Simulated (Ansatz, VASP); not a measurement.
KBr in VASP and in Ansatz

```
CELL_PARAMETERS angstrom
0.00191 3.35147 3.35199
3.35314 0.00005 3.35389
3.35406 3.35427 -0.00089
ATOMIC_POSITIONS crystal
K 0.00011 0.00034 0.99983
Br 0.49989 0.49966 0.50017
```

Change from the starting cell: cell sheared at random, sigma 0.01, atoms nudged by 0.01 Å; relaxed back.

Alike in both runs: functional PBE; k mesh 6 × 6 × 6; occupations gaussian, width 0.05 eV; no spin polarisation.

Ansatz relaxed the structure, and its values are those at the end. VASP's run is a single point on that final structure, the one shown.

```csv
,VASP,Ansatz
version,VASP 6.6.1,Ansatz 0.2.0
potentials or method,"VASP PAW PBE potentials, release 64 (K_sv, Br), cutoff 520 eV","scalar-relativistic, plane waves, PAW"
valence electrons in the cell,16,16
```

```csv
,VASP,Ansatz,Ansatz less VASP
gap on the k mesh at the Fermi level (eV),4.31,4.31,+0.001
least direct gap on the mesh (eV),4.31,4.31,+0.001
pressure (GPa),0.0,0.0,-0.03
```

The functional is the same, so the differences come from potentials, cutoffs and numerics.
